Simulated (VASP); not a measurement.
Runs of VASP 6.6.1 on Zr. The structure is that of space group P6/mmm (No. 191), or close to it. The cells are those of the table. 

```csv
task,cell,k mesh for the DOS,occupations for the DOS,gap on the mesh (eV),pressure (GPa)
single point,"a = 4.298, b = 4.298, c = 2.515 Å, angles 90.0, 90.0, 120.0°, 3 atoms",-,-,none,123.0
single point,"a = 4.118, b = 4.118, c = 2.362 Å, angles 90.0, 90.0, 120.0°, 3 atoms",-,-,none,199.5
single point,"a = 5.047, b = 5.047, c = 3.145 Å, angles 90.0, 90.0, 120.0°, 3 atoms",-,-,none,(b)
single point,"a = 4.836, b = 4.836, c = 3.015 Å, angles 90.0, 90.0, 120.0°, 3 atoms",-,-,none,(a)
single point,"a = 3.916, b = 3.916, c = 2.246 Å, angles 90.0, 90.0, 120.0°, 3 atoms",-,-,none,325.7
```

Alike in all rows: level PBE; potentials or basis VASP PAW PBE potentials, release 64 (Zr_sv); no spin polarisation; k mesh 8 × 8 × 11; cutoff (eV) 520; smearing fermi-dirac 0.1 eV.

Estimate the missing entries.

(a) 15.2; (b) 0.0.

A k mesh can miss the band edges, and the runs leave out spin-orbit coupling on Zr.

A gap of «none» marks levels without a gap at the run's occupations.
